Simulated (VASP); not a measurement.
A run of VASP 6.6.1:

Contents of INCAR:

```
PREC = Accurate
ENCUT = 520
EDIFF = 1E-7
ISMEAR = 0
SIGMA = 0.01
LREAL = F
LASPH = T
NELM = 80
ALGO = Normal
ISIF = 2
LWAVE = F
LCHARG = F
GGA = PE
NBANDS = 11
```

The input KPOINTS:

```
regular mesh
0
Gamma
  4 4 4
```

POSCAR

```
NaH
1.0
    0.0000000000      2.6807499710      2.6807499710
    2.6807499710      0.0000000000      2.6807499710
    2.6807499710      2.6807499710      0.0000000000
Na H
1 1
Direct
    0.0000000000      0.0000000000      0.0000000000
    0.2500000000      0.2500000000      0.2500000000
```

Potentials or basis: VASP PAW PBE potentials, release 64 (Na_pv, H).

Run with:

```sh
$ cat potpaw_PBE.64/Na_pv/POTCAR potpaw_PBE.64/H/POTCAR > POTCAR
$ mpirun -np 1 vasp_std > vasp.out
```

Hardware: 1 thread of AMD EPYC 9R45 96-Core Processor (Zen 5), with other jobs on the host.

**Question.** Estimate the wall time of this run.

**Answer.** Wall time 3 s on 1 thread of AMD EPYC 9R45 96-Core Processor (Zen 5), with other jobs on the host, peak memory 0.11 GiB. Counts: scf iterations 13, k points 8.
